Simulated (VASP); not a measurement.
# CdS (F-43m) in VASP: a series of runs, part 2 of 2

VASP 6.6.1. The steps go on from the part before.

## Step 4: Single point, LDA

This run uses another cell than the first one, of 23.84 Å³/atom.

Contents of INCAR:

```
PREC = Accurate ; ENCUT = 500
EDIFF = 1E-6 ; ISMEAR = 0
SIGMA = 0.02 ; LREAL = False
LASPH = True ; NELM = 120
ALGO = Normal ; ISIF = 2
LWAVE = False ; LCHARG = False
NBANDS = 16 ; GGA_COMPAT = False
```

Contents of KPOINTS:

```
Automatic mesh
0
Gamma
  8 8 8
```

Contents of POSCAR:

```
CdS
1.0
    0.0000000000      2.8782481691      2.8782481691
    2.8782481691      0.0000000000      2.8782481691
    2.8782481691      2.8782481691      0.0000000000
Cd S
1 1
Direct
    0.0000000000      0.0000000000      0.0000000000
    0.2500000000      0.2500000000      0.2500000000
```

Potentials or basis: VASP PAW LDA potentials, release 64 (Cd, S).

Launch:

```bash
> cat potpaw_LDA.64/Cd/POTCAR potpaw_LDA.64/S/POTCAR > POTCAR
> mpirun -np 1 vasp_std > vasp.out
```

OUTCAR:

```text
PREC = Accurate
   ENCUT = 500
   EDIFF = 1E-6
   ISMEAR = 0
   LREAL = False
   LASPH = True
   NELM = 120
   ISIF = 2

 ion  position               nearest neighbor table
   1  0.000  0.000  0.000-   2 2.49   2 2.49   2 2.49   2 2.49
   2  0.250  0.250  0.250-   1 2.49   1 2.49   1 2.49   1 2.49

  LATTYP: Found a face centered cubic cell.
 ALAT       =     5.7564963382

  Lattice vectors:

 A1 = (   0.0000000000,   2.8782481691,   2.8782481691)
 A2 = (   2.8782481691,   0.0000000000,   2.8782481691)
[... 643 lines left out ...]

  FORCE on cell =-STRESS in cart. coord.  units (eV):
  Direction    XX          YY          ZZ          XY          YZ          ZX
  --------------------------------------------------------------------------------------
  -------------------------------------------------------------------------------------
  Total        0.1639374      0.1639374      0.1639374      0.0000000      0.0000000      0.0000000
  in kB        5.5077449      5.5077449      5.5077449      0.0000000      0.0000000      0.0000000
  external PRESSURE =       5.5077449 kB  Pullay stress =       0.0000000 kB

 VOLUME and BASIS-vectors are now :
 -----------------------------------------------------------------------------
  energy-cutoff  :      500.00
  volume of cell :       47.69
      direct lattice vectors                 reciprocal lattice vectors
     0.000000000  2.878248169  2.878248169    -0.173716779  0.173716779  0.173716779
     2.878248169  0.000000000  2.878248169     0.173716779 -0.173716779  0.173716779
     2.878248169  2.878248169  0.000000000     0.173716779  0.173716779 -0.173716779

 POSITION                                       TOTAL-FORCE (eV/Angst)
 -----------------------------------------------------------------------------------
      0.00000      0.00000      0.00000         0.000000     -0.000000      0.000000
      1.43912      1.43912      1.43912        -0.000000      0.000000     -0.000000
 -----------------------------------------------------------------------------------
    total drift:                               -0.000000     -0.000000     -0.000000

  FREE ENERGIE OF THE ION-ELECTRON SYSTEM (eV)
  ---------------------------------------------------
  free  energy   TOTEN  =        -7.4065968575 eV

  energy  without entropy=       -7.4065968575  energy(sigma->0) =       -7.40659686
```

OSZICAR:

```text
N       E                     dE             d eps       ncg     rms          rms(c)
DAV:   1     0.104065721935E+03    0.10407E+03   -0.90464E+03   960   0.101E+03
DAV:   2    -0.396329165313E+01   -0.10803E+03   -0.10223E+03  1104   0.251E+02
DAV:   3    -0.789811089456E+01   -0.39348E+01   -0.39263E+01  1136   0.499E+01
DAV:   4    -0.792120605838E+01   -0.23095E-01   -0.23092E-01  1176   0.379E+00
DAV:   5    -0.792149929384E+01   -0.29324E-03   -0.29323E-03  1144   0.403E-01    0.884E+00
DAV:   6    -0.743894348714E+01    0.48256E+00   -0.76576E-01  1400   0.120E+01    0.691E+00
DAV:   7    -0.741195948954E+01    0.26984E-01   -0.16169E-01  1200   0.290E+00    0.316E+00
DAV:   8    -0.740702320523E+01    0.49363E-02   -0.17700E-02  1032   0.168E+00    0.258E-01
DAV:   9    -0.740660253758E+01    0.42067E-03   -0.20024E-03  1232   0.709E-01    0.492E-02
DAV:  10    -0.740659054256E+01    0.11995E-04   -0.16660E-04  1056   0.164E-01    0.537E-02
DAV:  11    -0.740660125819E+01   -0.10716E-04   -0.43523E-05  1192   0.647E-02    0.151E-02
DAV:  12    -0.740659673589E+01    0.45223E-05   -0.15867E-05  1376   0.545E-02    0.711E-03
DAV:  13    -0.740659685750E+01   -0.12162E-06   -0.11932E-06   872   0.798E-03
   1 F= -.74065969E+01 E0= -.74065969E+01  d E =-.809847E-16
```

stdout:

```text
POSCAR found type information on POSCAR CdS
 POSCAR found :  2 types and       2 ions
 scaLAPACK will be used
 LDA part: xc-table for (Slater(with rela. corr.)+CA(PZ))
 , standard interpolation
 POSCAR, INCAR and KPOINTS ok, starting setup
 FFT: planning ... GRIDC
 FFT: planning ... GRID_SOFT
 FFT: planning ... GRID
 WAVECAR not read
 entering main loop
```

It took 12 s on 1 thread of Intel Xeon 6975P-C (Granite Rapids), shared host; peak memory 0.15 GiB.

Results:

```
Free energy            : -7.4066 eV
Pressure               : 0.6 GPa
Band gap on the k mesh : 0.98 eV
```

Levels at points of the mesh, in eV from the valence-band top:
```
           k point  band 7  band 8  band 9  band 10  band 11  band 12
(0.00, 0.00, 0.00)    0.00    0.00    0.00     0.98     6.35     6.35
(0.50, 0.00, 0.00)   -4.77   -0.83   -0.83     2.84     6.84     6.84
(0.50, 0.50, 0.00)   -4.23   -2.07   -2.07     3.24     4.21     9.13
```

## Step 5: Relaxation of cell and atoms, LDA

Contents of INCAR:

```
ALGO = Normal ; EDIFF = 1E-7
EDIFFG = -0.002 ; ENCUT = 500
GGA = CA ; GGA_COMPAT = False
IBRION = 2 ; ISIF = 3
ISMEAR = 0 ; LASPH = True
LCHARG = False ; LREAL = False
LWAVE = False ; NELM = 120
NELMIN = 4 ; NSW = 100
PREC = Accurate ; SIGMA = 0.02
```

Contents of KPOINTS:

```
k-points
0
Gamma
  8 8 8
```

Contents of POSCAR:

```
CdS
1.0
    0.0000000000      2.9200000000      2.9200000000
    2.9200000000      0.0000000000      2.9200000000
    2.9200000000      2.9200000000      0.0000000000
Cd S
1 1
Direct
    0.0000000000      0.0000000000      0.0000000000
    0.2500000000      0.2500000000      0.2500000000
```

Potentials or basis: VASP PAW LDA potentials, release 64 (Cd, S).

Launch:

```bash
> cat potpaw_LDA.64/Cd/POTCAR potpaw_LDA.64/S/POTCAR > POTCAR
> mpirun -np 1 vasp_std > vasp.out
```

OUTCAR:

```text
EDIFF = 1E-7
   EDIFFG = -0.002
   ENCUT = 500
   GGA = CA
   IBRION = 2
   ISIF = 3
   ISMEAR = 0
   LASPH = True
   LREAL = False
   NELM = 120
   NELMIN = 4
   NSW = 100
   PREC = Accurate

 ion  position               nearest neighbor table
   1  0.000  0.000  0.000-   2 2.53   2 2.53   2 2.53   2 2.53
   2  0.250  0.250  0.250-   1 2.53   1 2.53   1 2.53   1 2.53

  LATTYP: Found a face centered cubic cell.
 ALAT       =     5.8400000000

  Lattice vectors:

 A1 = (   0.0000000000,   2.9200000000,   2.9200000000)
 A2 = (   2.9200000000,   0.0000000000,   2.9200000000)
 A3 = (   2.9200000000,   2.9200000000,   0.0000000000)

Analysis of symmetry for initial positions (statically):
=====================================================================
 Subroutine PRICEL returns:
 Original cell was already a primitive cell.

 Routine SETGRP: Setting up the symmetry group for a
 face centered cubic supercell.

 Subroutine GETGRP returns: Found 24 space group operations
 (whereof 24 operations were pure point group operations)
 out of a pool of 48 trial point group operations.

The static configuration has the point symmetry T_d .

Analysis of symmetry for dynamics (positions and initial velocities):
=====================================================================
 Subroutine PRICEL returns:
 Original cell was already a primitive cell.

 Routine SETGRP: Setting up the symmetry group for a
 face centered cubic supercell.
[... 230 lines left out ...]
  ext. energy  EPLUGINS =         0.00000000
  ---------------------------------------------------
  free energy    TOTEN  =        -7.40764497 eV

  energy without entropy =       -7.40764497  energy(sigma->0) =       -7.40764497

 E-fermi :   1.5341     XC(G=0):  -9.7302

 val. band max:        1.4095869737   @ k =   0.0000   0.0000   0.0000
 cond. band min:       2.3697867218   @ k =   0.0000   0.0000   0.0000
 fundamental gap:      0.9601997481
 Fermi energy:         1.5341048113

 k-point     1 :       0.0000    0.0000    0.0000
  band No.  band energies     occupation
      1     -11.1482      2.00000
      2      -6.4940      2.00000
      3      -6.4940      2.00000
      4      -6.4940      2.00000
      5      -5.9650      2.00000
      6      -5.9650      2.00000
      7       1.4096      2.00000
      8       1.4096      2.00000
      9       1.4096      2.00000
     10       2.3698      0.00000
     11       7.7618      0.00000
     12       7.7618      0.00000
     13       7.7618      0.00000
[... 354 lines left out ...]
  band No.  band energies     occupation
      1     -10.6022      2.00000
      2      -6.3182      2.00000
      3      -6.2732      2.00000
      4      -5.9982      2.00000
      5      -5.9364      2.00000
      6      -5.4228      2.00000
      7      -2.9914      2.00000
      8      -0.6888      2.00000
      9       0.0820      2.00000
     10       5.6940      0.00000
     11       7.0084      0.00000
     12       8.5077      0.00000
     13       9.6538      0.00000

 [... further k-points ...]

------------------------ aborting loop because EDIFF is reached ----------------------------------------

  FORCE on cell =-STRESS in cart. coord.  units (eV):
  Direction    XX          YY          ZZ          XY          YZ          ZX
  --------------------------------------------------------------------------------------
  -------------------------------------------------------------------------------------
  Total       -0.0002934     -0.0002934     -0.0002934      0.0000000      0.0000000      0.0000000
  in kB       -0.0097768     -0.0097768     -0.0097768      0.0000000      0.0000000      0.0000000
  external PRESSURE =      -0.0097768 kB  Pullay stress =       0.0000000 kB
[... 17 lines left out ...]
  FREE ENERGIE OF THE ION-ELECTRON SYSTEM (eV)
  ---------------------------------------------------
  free  energy   TOTEN  =        -7.4076449677 eV

  energy  without entropy=       -7.4076449677  energy(sigma->0) =       -7.40764497

 reached required accuracy - stopping structural energy minimisation
```

OSZICAR:

```text
N       E                     dE             d eps       ncg     rms          rms(c)
DAV:   1     0.105514895083E+03    0.10551E+03   -0.89792E+03   778   0.122E+03
DAV:   2    -0.321895052008E+01   -0.10873E+03   -0.10368E+03   884   0.292E+02
DAV:   3    -0.787608332675E+01   -0.46571E+01   -0.46440E+01   894   0.624E+01
[... 27 lines left out ...]
DAV:   4    -0.740768266038E+01    0.39188E-03   -0.54331E-04   764   0.265E-01    0.897E-02
DAV:   5    -0.740764462950E+01    0.38031E-04   -0.11964E-04   944   0.191E-01    0.221E-02
DAV:   6    -0.740764477543E+01   -0.14593E-06   -0.14413E-05   774   0.511E-02    0.141E-02
DAV:   7    -0.740764502215E+01   -0.24672E-06   -0.52799E-07   854   0.571E-03    0.228E-03
DAV:   8    -0.740764496770E+01    0.54454E-07   -0.21818E-07   480   0.683E-03
   3 F= -.74076450E+01 E0= -.74076450E+01  d E =-.122503E-01
```

Wall time 18 s (1 thread of Intel Xeon 6975P-C (Granite Rapids), shared host); peak memory 0.16 GiB.

Results:

| Property | Result |
| --- | --- |
| Free energy | -7.4076 eV |
| Relaxed volume | 24.04 Å³/atom |
| Relaxed cell | a = 4.081 Å, b = 4.081 Å, c = 4.081 Å, α = 60.00°, β = 60.00°, γ = 60.00° |
| Space group after relaxing (to 0.1 Å) | F-43m (No. 216) |
| Energy gained by relaxing | 6.1 meV/atom |
| Ionic steps | 3 |
| Pressure after relaxing | 0.0 GPa |
| Band gap on the k mesh | 0.96 eV |

Step by step:
| step | energy change (eV) | largest force (eV/Å) | pressure (GPa) | volume (Å³) |
| --- | --- | --- | --- | --- |
| 1 | 0.0000 | 0.0000 | -2.21 | 49.79 |
| 2 | -0.0099 | 0.0000 | 1.06 | 47.36 |
| 3 | -0.0123 | 0.0000 | 0.00 | 48.07 |

Final structure:
```
CELL_PARAMETERS angstrom
0.00000 2.88597 2.88597
2.88597 0.00000 2.88597
2.88597 2.88597 0.00000
ATOMIC_POSITIONS crystal
Cd 0.00000 0.00000 0.00000
S 0.25000 0.25000 0.25000
```

Levels at points of the mesh, in eV from the valence-band top:
```csv
k point,band 6,band 7,band 8,band 9,band 10,band 11,band 12,band 13
"(0.00, 0.00, 0.00)",-7.37,0.00,0.00,0.00,0.96,6.35,6.35,6.35
"(0.50, 0.00, 0.00)",-6.96,-4.72,-0.82,-0.82,2.83,6.84,6.84,7.32
"(0.50, 0.50, 0.00)",-6.89,-4.20,-2.04,-2.04,3.25,4.20,9.09,10.74
```

## Step 6: Summary

| task | cell | k mesh | smearing | gap on the mesh (eV) | pressure (GPa) |
| --- | --- | --- | --- | --- | --- |
| single point | a = 4.130 Å, angles 60.0°, 2 atoms | 6 × 6 × 6 | gaussian 0.1 eV | 0.88 | -2.2 |
| single point | a = 4.070 Å, angles 60.0°, 2 atoms | 8 × 8 × 8 | gaussian 0.02 eV | 0.98 | 0.6 |
| relaxation of cell and atoms | relaxed from a = 4.130 Å, angles 60.0°, 2 atoms | 8 × 8 × 8 | gaussian 0.02 eV | 0.96 | 0.0 |

Alike in all rows: level LDA; potentials or basis VASP PAW LDA potentials, release 64 (Cd, S); no spin polarisation; cutoff (eV) 500.

Absolute energies hang on the potentials; compare differences alone.
